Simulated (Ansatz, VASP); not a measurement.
# One calculation of Cu, two programs

```
CELL_PARAMETERS angstrom
0.00000 1.84295 1.84295
1.84295 0.00000 1.84295
1.84295 1.84295 0.00000
ATOMIC_POSITIONS crystal
Cu 0.00000 0.00000 0.00000
```

Change from the starting cell: volume scaled by 1.06.

Alike in both runs: task single point; functional PBE; k mesh 19 × 19 × 19; occupations fermi-dirac, width 0.08 eV; no spin polarisation.

```csv
,VASP,Ansatz
version,VASP 6.6.1,Ansatz 0.2.0
potentials or method,"VASP PAW PBE potentials, release 64 (Cu), cutoff 520 eV","all-electron LAPW, scalar-relativistic"
```

Ansatz gave:

```
pressure (GPa) : -5.8
```

Question: What did VASP give for the same quantities?

Answer: Pressure (GPa): -5.2.

Ansatz ran all-electron here, and VASP with PAW potentials.
